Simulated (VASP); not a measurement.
Crystal: Br.

```xyz
4
Lattice="3.3632 -2.3226 0.0000 3.3632 2.3226 0.0000 0.0000 0.0000 8.7023" Properties=species:S:1:pos:R:3 pbc="T T T"
Br    3.3632    0.6266    3.3948
Br    3.3632    1.6959    7.7459
Br    3.3632   -0.6266    5.3075
Br    3.3632   -1.6959    0.9564
```

Program: VASP 6.6.1. Alike in all runs: task single point; cell as given; cutoff (eV) 520; smearing fermi-dirac 0.05 eV.

Question: Order these runs on this cell by their pressure, lowest first.
A. level RPBE; potentials or basis VASP PAW PBE potentials, release 64 (Br); spin off; k mesh 7 × 7 × 3
B. level LDA; potentials or basis VASP PAW LDA potentials, release 64 (Br); spin non-collinear, zero start, SOC; k mesh 5 × 5 × 3
C. level PBE-based global hybrid with 10 % exact exchange; potentials or basis VASP PAW PBE potentials, release 64 (Br); spin off; k mesh 4 × 4 × 2; grid for exact exchange (PRECFOCK) Normal; share of exact exchange 0.1

Answer: B (-1.1 GPa), C (1.4 GPa), A (3.5 GPa).

Caveats: this functional lacks dispersion, which holds the molecules together, so the pressure and a relaxed volume are unreliable (at least some runs); the PAW data sets were made with another functional, which shifts forces and pressure a little (at least some runs); the cell stands under pressure (at least some runs).
